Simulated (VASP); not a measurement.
**P: single point with PBE**

The system is P.

```xyz
1
Lattice="2.0019 0.0000 0.0000 0.0000 2.0019 0.0000 0.0000 0.0000 2.0019" Properties=species:S:1:pos:R:3 pbc="T T T"
P     0.0000    0.0000    0.0000
```

This cell differs from its parent crystal: volume scaled by 0.55.

```yaml
Program: VASP 6.6.1
Task: single point
Functional: PBE
Potentials_or_basis: VASP PAW PBE potentials, release 64 (P)
Cutoff: 520 eV
k_mesh: 17 × 17 × 17
Occupations: fermi-dirac, width 0.1 eV
Spin: no spin polarisation
```

The pressure is 241.1 GPa.

Levels at points of the mesh, in eV from the Fermi level:
| k point | band 1 | band 2 | band 3 | band 4 | band 5 |
| --- | --- | --- | --- | --- | --- |
| (0.00, 0.00, 0.00) | -23.51 | 6.21 | 6.21 | 9.76 | 9.76 |

Run time: 4.3 s on 1 thread of Intel Xeon 6975P-C (shared host), peak memory 0.11 GiB.
